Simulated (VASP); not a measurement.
# BN (F-43m) in VASP: further runs, part 2 of 2

VASP 6.6.1.

## Step 3: Single point, PBE

This run uses another cell than the first one, of 5.88 Å³/atom, 1.111 times its volume.

File INCAR:

```
PREC     = Accurate       # precision mode
ENCUT    = 520            # plane-wave cutoff, eV
EDIFF    = 1E-7           # SCF threshold, eV
ISMEAR   = 0              # smearing method
SIGMA    = 0.01           # smearing width, eV
LREAL    = False          # projectors in reciprocal space
LASPH    = True           # aspherical terms in the spheres
NELM     = 100            # most SCF steps
ALGO     = Normal         # electronic algorithm
ISIF     = 2              # what is computed and relaxed
LWAVE    = False          # write WAVECAR
LCHARG   = False          # write CHGCAR
GGA      = PE             # functional
NBANDS   = 11             # bands
```

File KPOINTS:

```
Automatic mesh
0
Gamma
  8 8 8
```

File POSCAR:

```
BN
1.0
    0.0000000000      1.8048253133      1.8048253133
    1.8048253133      0.0000000000      1.8048253133
    1.8048253133      1.8048253133      0.0000000000
B N
1 1
Direct
    0.0000000000      0.0000000000      0.0000000000
    0.2500000000      0.2500000000      0.2500000000
```

Potentials or basis: VASP PAW PBE potentials, release 64 (B, N).

Command:

```sh
$ cat potpaw_PBE.64/B/POTCAR potpaw_PBE.64/N/POTCAR > POTCAR
$ mpirun -np 1 vasp_std > vasp.out
```

OUTCAR:

```text
PREC = Accurate
   ENCUT = 520
   EDIFF = 1E-7
   ISMEAR = 0
   LREAL = False
   LASPH = True
   NELM = 100
   ISIF = 2
   GGA = PE

 ion  position               nearest neighbor table
   1  0.000  0.000  0.000-   2 1.56   2 1.56   2 1.56   2 1.56
   2  0.250  0.250  0.250-   1 1.56   1 1.56   1 1.56   1 1.56

  LATTYP: Found a face centered cubic cell.
 ALAT       =     3.6096506266

  Lattice vectors:

 A1 = (   0.0000000000,   1.8048253133,   1.8048253133)
 A2 = (   1.8048253133,   0.0000000000,   1.8048253133)
 A3 = (   1.8048253133,   1.8048253133,   0.0000000000)

Analysis of symmetry for initial positions (statically):
=====================================================================
 Subroutine PRICEL returns:
 Original cell was already a primitive cell.

 Routine SETGRP: Setting up the symmetry group for a
 face centered cubic supercell.

 Subroutine GETGRP returns: Found 24 space group operations
 (whereof 24 operations were pure point group operations)
 out of a pool of 48 trial point group operations.

The static configuration has the point symmetry T_d .

Analysis of symmetry for dynamics (positions and initial velocities):
=====================================================================
 Subroutine PRICEL returns:
 Original cell was already a primitive cell.

 Routine SETGRP: Setting up the symmetry group for a
 face centered cubic supercell.

 Subroutine GETGRP returns: Found 24 space group operations
 (whereof 24 operations were pure point group operations)
 out of a pool of 48 trial point group operations.

The dynamic configuration has the point symmetry T_d .

 Subroutine INISYM returns: Found 24 space group operations
 (whereof 24 operations are pure point group operations),
 and found     1 'primitive' translations

----------------------------------------------------------------------------------------

                                     Primitive cell
[... 112 lines left out ...]
  volume/ion in A,a.u.               =       5.88        39.67
  Fermi-wavevector in a.u.,A,eV,Ry     =   1.439880  2.720979 28.208342  2.073255
  Thomas-Fermi vector in A             =   2.558686
   LORBIT       =      0    0 simple, 1 ext, 2 COOP (PROOUT), +10 PAW based schemes
   GGA     = PE    functional components
   LHFCALC =     F    Hartree Fock is set to
   AEXX    =    0.0000 exact exchange contribution
   IVDW    =     0    specifies the selected vdW correction
   LEPSILON=     F    determine dielectric tensor
   LRPA    =     F    only Hartree local field effects (RPA)
 non-spin polarized calculation
 Gauss-broadening in eV      SIGMA  =   0.01
  energy-cutoff  :      520.00
  volume of cell :       11.76
 maximum number of plane-waves:       332
   NGX =  9   NGY =  9   NGZ =  9

 number of electron       7.9999999 magnetization

 Free energy of the ion-electron system (eV)
  ---------------------------------------------------
  ext. energy  EPLUGINS =         0.00000000
  ---------------------------------------------------
  free energy    TOTEN  =       -17.44804030 eV

  energy without entropy =      -17.44804030  energy(sigma->0) =      -17.44804030

 E-fermi :   7.5406     XC(G=0): -12.8439

 val. band max:        7.4579766021   @ k =   0.0000   0.0000   0.0000
 cond. band min:      11.9218563021   @ k =   0.5000   0.5000   0.0000
 fundamental gap:      4.4638797001
 Fermi energy:         7.5406062600

 k-point     1 :       0.0000    0.0000    0.0000
  band No.  band energies     occupation
      1     -12.8234      2.00000
      2       7.4580      2.00000
      3       7.4580      2.00000
      4       7.4580      2.00000
      5      16.2988      0.00000
      6      16.2988      0.00000
      7      16.2988      0.00000
      8      17.8797      0.00000
      9      32.2938      0.00000
     10      35.2804      0.00000
     11      35.2804      0.00000
[... 309 lines left out ...]
 k-point    24 :      -0.3750    0.2500    0.1250
  band No.  band energies     occupation
      1      -7.8790      2.00000
      2      -2.2747      2.00000
      3       2.6162      2.00000
      4       3.9918      2.00000
      5      17.0661      0.00000
      6      18.6790      0.00000
      7      21.8900      0.00000
      8      23.2898      0.00000
      9      26.9655      0.00000
     10      33.3767      0.00000
     11      35.0202      0.00000

 [... further k-points ...]
[... 5 lines left out ...]
  --------------------------------------------------------------------------------------
  -------------------------------------------------------------------------------------
  Total        0.3685727      0.3685727      0.3685727      0.0000000      0.0000000      0.0000000
  in kB       50.2224883     50.2224883     50.2224883      0.0000000      0.0000000      0.0000000
  external PRESSURE =      50.2224883 kB  Pullay stress =       0.0000000 kB

 VOLUME and BASIS-vectors are now :
 -----------------------------------------------------------------------------
  energy-cutoff  :      520.00
  volume of cell :       11.76
      direct lattice vectors                 reciprocal lattice vectors
     0.000000000  1.804825313  1.804825313    -0.277035122  0.277035122  0.277035122
     1.804825313  0.000000000  1.804825313     0.277035122 -0.277035122  0.277035122
     1.804825313  1.804825313  0.000000000     0.277035122  0.277035122 -0.277035122

 POSITION                                       TOTAL-FORCE (eV/Angst)
 -----------------------------------------------------------------------------------
      0.00000      0.00000      0.00000        -0.000000     -0.000000     -0.000000
      0.90241      0.90241      0.90241         0.000000      0.000000      0.000000
 -----------------------------------------------------------------------------------
    total drift:                                0.000000      0.000000      0.000000

  FREE ENERGIE OF THE ION-ELECTRON SYSTEM (eV)
  ---------------------------------------------------
  free  energy   TOTEN  =       -17.4480402984 eV

  energy  without entropy=      -17.4480402984  energy(sigma->0) =      -17.44804030
```

stdout:

```text
POSCAR found type information on POSCAR B N
 POSCAR found :  2 types and       2 ions
 scaLAPACK will be used
 LDA part: xc-table for (Slater+PW92), standard interpolation
 POSCAR, INCAR and KPOINTS ok, starting setup
 FFT: planning ... GRIDC
 FFT: planning ... GRID_SOFT
 FFT: planning ... GRID
 WAVECAR not read
 entering main loop
```

Run time: 4.6 s. Hardware: 1 thread of AMD EPYC 7R43 (Zen 3), shared host; peak memory 0.08 GiB.

What came out:

```yaml
Free_energy: -17.4480 eV
Pressure: 5.0 GPa
Band_gap_on_the_k_mesh: 4.46 eV, indirect (least direct gap 8.84 eV)
```

## Step 4: Single point, PBE (volume changed by -5%)

File INCAR:

```
SYSTEM = BN
PREC = Accurate
ENCUT = 520
EDIFF = 1E-6
ISMEAR = 0
SIGMA = 0.01
LREAL = .False.
LASPH = .True.
NELM = 100
ALGO = Normal
ISIF = 2
LWAVE = .False.
LCHARG = .False.
GGA = PE
NBANDS = 11
```

File KPOINTS:

```
Automatic mesh
0
Gamma
  8 8 8
  0 0 0
```

File POSCAR:

```
BN
1.0
    0.0000000000      1.7742291430      1.7742291430
    1.7742291430      0.0000000000      1.7742291430
    1.7742291430      1.7742291430      0.0000000000
B N
1 1
Direct
    0.0000000000      0.0000000000      0.0000000000
    0.2500000000      0.2500000000      0.2500000000
```

Command:

```sh
$ cat potpaw_PBE.64/B/POTCAR potpaw_PBE.64/N/POTCAR > POTCAR
$ mpirun -np 1 vasp_std > vasp.out
```

Wall time 4.3 s (1 thread of AMD EPYC 7R43 (Zen 3), shared host); peak memory 0.08 GiB.

The run converged. Its results:

```yaml
Free_energy: -17.3898 eV
Pressure: 27.1 GPa
Band_gap_on_the_k_mesh: 4.52 eV, indirect (least direct gap 9.09 eV)
```

Levels at points of the mesh, in eV from the valence-band top:
```tsv
k point	band 1	band 2	band 3	band 4	band 5	band 6	band 7	band 8
(0.00, 0.00, 0.00)	-20.88	0.00	0.00	0.00	9.09	9.09	9.09	11.27
(0.50, 0.00, 0.00)	-16.39	-11.21	-2.05	-2.05	10.89	11.01	11.01	15.83
(0.50, 0.50, 0.00)	-14.95	-9.29	-5.19	-5.19	4.52	9.54	18.79	18.79
```

Caveat: the cell differs from its parent crystal (volume changed by -5%).

## Step 5: Single point, PBE (volume changed by +5%)

File INCAR:

```
PREC     = Accurate       # precision mode
ENCUT    = 520            # plane-wave cutoff, eV
EDIFF    = 1E-6           # SCF threshold, eV
ISMEAR   = 0              # smearing method
SIGMA    = 0.01           # smearing width, eV
LREAL    = F              # projectors in reciprocal space
LASPH    = T              # aspherical terms in the spheres
NELM     = 100            # most SCF steps
ALGO     = Normal         # electronic algorithm
ISIF     = 2              # what is computed and relaxed
LWAVE    = F              # write WAVECAR
LCHARG   = F              # write CHGCAR
GGA      = PE             # functional
NBANDS   = 11             # bands
```

File KPOINTS:

```
regular mesh
0
Gamma
  8 8 8
```

File POSCAR:

```
BN
1.0
    0.0000000000      1.8344178732      1.8344178732
    1.8344178732      0.0000000000      1.8344178732
    1.8344178732      1.8344178732      0.0000000000
B N
1 1
Direct
    0.0000000000      0.0000000000      0.0000000000
    0.2500000000      0.2500000000      0.2500000000
```

Command:

```sh
$ cat potpaw_PBE.64/B/POTCAR potpaw_PBE.64/N/POTCAR > POTCAR
$ mpirun -np 1 vasp_std > vasp.out
```

Run time: 4.9 s. Hardware: 1 thread of AMD EPYC 7R43 (Zen 3), shared host; peak memory 0.08 GiB.

Results (log left out):

| Property | Result |
| --- | --- |
| Free energy | -17.4341 eV |
| Pressure | -12.5 GPa |
| Band gap on the k mesh | 4.41 eV, indirect (least direct gap 8.61 eV) |

Levels at points of the mesh, in eV from the valence-band top:
```
           k point  band 2  band 3  band 4  band 5  band 6  band 7
(0.00, 0.00, 0.00)    0.00    0.00    0.00    8.61    8.61    8.61
(0.50, 0.00, 0.00)  -10.29   -1.86   -1.86    9.57   10.46   10.46
(0.50, 0.50, 0.00)   -8.63   -4.69   -4.69    4.41    8.98   17.25
```

Caveat: the cell differs from its parent crystal (volume changed by +5%).

## Step 6: Single point, PBE (volume changed by +10%)

File INCAR:

```
SYSTEM = BN
  ALGO = Normal
  EDIFF = 1E-6
  ENCUT = 520
  GGA = PE
  ISIF = 2
  ISMEAR = 0
  LASPH = .TRUE.
  LCHARG = .TRUE.
  LELF = .TRUE.
  LREAL = .FALSE.
  LVHAR = .TRUE.
  LWAVE = .FALSE.
  NBANDS = 11
  NELM = 60
  PREC = Accurate
  SIGMA = 0.01
```

File KPOINTS:

```
k-points
0
G
  8 8 8
  0 0 0
```

File POSCAR:

```
BN
1.0
    0.0000000000      1.8630852828      1.8630852828
    1.8630852828      0.0000000000      1.8630852828
    1.8630852828      1.8630852828      0.0000000000
B N
1 1
Direct
    0.0000000000      0.0000000000      0.0000000000
    0.2500000000      0.2500000000      0.2500000000
```

Potentials or basis: VASP PAW PBE potentials, release 64 (B, N).

Command:

```sh
$ cat potpaw_PBE.64/B/POTCAR potpaw_PBE.64/N/POTCAR > POTCAR
$ mpirun -np 1 vasp_std > vasp.out
```

Run time: 5.9 s. Hardware: 1 thread of AMD EPYC 7R43 (Zen 3), shared host; peak memory 0.08 GiB.

The run converged. Its results:

```yaml
Free_energy: -17.3628 eV
Pressure: -26.4 GPa
Band_gap_on_the_k_mesh: 4.36 eV, indirect (least direct gap 8.39 eV)
```

Levels at points of the mesh, in eV from the valence-band top:
| k point | band 1 | band 2 | band 3 | band 4 | band 5 | band 6 | band 7 | band 8 |
| --- | --- | --- | --- | --- | --- | --- | --- | --- |
| (0.00, 0.00, 0.00) | -19.23 | 0.00 | 0.00 | 0.00 | 8.39 | 8.39 | 8.39 | 8.91 |
| (0.50, 0.00, 0.00) | -15.44 | -9.89 | -1.78 | -1.78 | 8.99 | 10.20 | 10.20 | 14.32 |
| (0.50, 0.50, 0.00) | -14.19 | -8.35 | -4.47 | -4.47 | 4.36 | 8.71 | 16.56 | 16.56 |

Caveat: the cell differs from its parent crystal (volume changed by +10%). A k mesh can miss the band edges.

## Step 7: Summary

| cell | gap on the mesh (eV) | pressure (GPa) |
| --- | --- | --- |
| a = 2.464 Å, angles 60.0°, 2 atoms | 4.57 | 54.9 |
| a = 2.552 Å, angles 60.0°, 2 atoms | 4.46 | 5.0 |
| a = 2.509 Å, angles 60.0°, 2 atoms | 4.52 | 27.1 |
| a = 2.594 Å, angles 60.0°, 2 atoms | 4.41 | -12.5 |
| a = 2.635 Å, angles 60.0°, 2 atoms | 4.36 | -26.4 |

Alike in all rows: task single point; level PBE; potentials or basis VASP PAW PBE potentials, release 64 (B, N); no spin polarisation; k mesh 8 × 8 × 8; cutoff (eV) 520; smearing gaussian 0.01 eV.

Total energies depend on the potentials used, so only differences within one code and one set of settings carry meaning.
